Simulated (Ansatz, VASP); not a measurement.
**ZrC: VASP beside Ansatz**

The input INCAR:

```
SYSTEM = ZrC
PREC = Accurate ; ENCUT = 520
EDIFF = 1E-6 ; ISMEAR = 0
SIGMA = 0.15 ; LREAL = .False.
LASPH = .True. ; NELM = 100
ALGO = Normal ; ISIF = 2
LWAVE = .False. ; LCHARG = .True.
GGA = PE ; LELF = .True.
LVHAR = .True. ; NBANDS = 15
```

Contents of KPOINTS:

```
regular mesh
0
Gamma
  18 18 18
  0 0 0
```

File POSCAR:

```
ZrC
1.0
    0.0000000000      2.2797037000      2.3149568500
    2.2797037000      0.0000000000      2.3149568500
    2.2797037000      2.2797037000      0.0000000000
Zr C
1 1
Direct
    0.5000000000      0.5000000000      0.5000000000
    0.0000000000      0.0000000000      0.0000000000
```

Input for Ansatz:

```yaml
crystal:
  lattice:
    - [0.0, 2.2797037, 2.31495685]
    - [2.2797037, 0.0, 2.31495685]
    - [2.2797037, 2.2797037, 0.0]
  atoms:
    - { symbol: Zr, position: [0.5, 0.5, 0.5] }
    - { symbol: C, position: [0.0, 0.0, 0.0] }
basis:
  ecutwfc: 420
kpoints:
  mp_grid: { grid: [18, 18, 18] }
hamiltonian:
  xc: pbe
scf:
  occupations: { method: gaussian, width: 0.15 }
output:
  forces: true
  stress: true
  eigenvalues: true
```

Change from the starting cell: strain -0.030 along x and y, -0.015 along z, atoms carried along.

Alike in both runs: task single point; functional PBE; k mesh 18 × 18 × 18; occupations gaussian, width 0.15 eV; no spin polarisation.

```csv
,VASP,Ansatz
version,VASP 6.6.1,Ansatz 0.2.0
potentials or method,"VASP PAW PBE potentials, release 64 (Zr_sv, C), cutoff 520 eV","scalar-relativistic, plane waves, PAW"
valence electrons in the cell,16,16
```

VASP gave:

```
gap on the k mesh at the Fermi level (eV)                     : none
pressure (GPa)                                                : 21.7
traceless stress, the component that is largest in VASP (GPa) : -5.03
```

Question: Estimate Ansatz's values.

Answer: gap on the k mesh at the Fermi level (eV): none; pressure (GPa): 21.4; traceless stress, the component that is largest in VASP (GPa): -5.01.

A gap of «none» marks a metal or a gap that the smearing closes.
